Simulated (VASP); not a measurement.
A run of VASP 6.6.1:

Contents of INCAR:

```
SYSTEM = BAs
ALGO = Normal
EDIFF = 1E-6
ENCUT = 560
GGA = PE
GGA_COMPAT = .FALSE.
ISIF = 2
ISMEAR = 0
LASPH = .TRUE.
LCHARG = .FALSE.
LREAL = .FALSE.
LWAVE = .FALSE.
NBANDS = 16
NELM = 120
PREC = Accurate
SIGMA = 0.1
```

KPOINTS

```
k-points
0
G
  6 6 6
  0 0 0
```

File POSCAR:

```
BAs
1.0
    3.1454058653      0.0000000000      0.0000000000
    0.0000000000      3.1454058653      0.0000000000
    0.0000000000      0.0000000000      2.7038217981
B As
1 1
Direct
    0.5000000000      0.5000000000      0.7461424433
    0.0000000000      0.0000000000      0.7462117667
```

Potentials or basis: VASP PAW PBE potentials, release 64 (B, As_d).

Run with:

```sh
$ cat potpaw_PBE.64/B/POTCAR potpaw_PBE.64/As_d/POTCAR > POTCAR
$ mpirun -np 1 vasp_std > vasp.out
```

Hardware: 1 thread of Intel(R) Xeon(R) Platinum 8259CL CPU @ 2.50GHz (Skylake/Cascade Lake) (shared host).

Problem. How long does it take, and how much memory?

Solution. Wall time 9.9 s on 1 thread of Intel(R) Xeon(R) Platinum 8259CL CPU @ 2.50GHz (Skylake/Cascade Lake) (shared host), peak memory 0.15 GiB. Counts: scf iterations 12, k points 40.
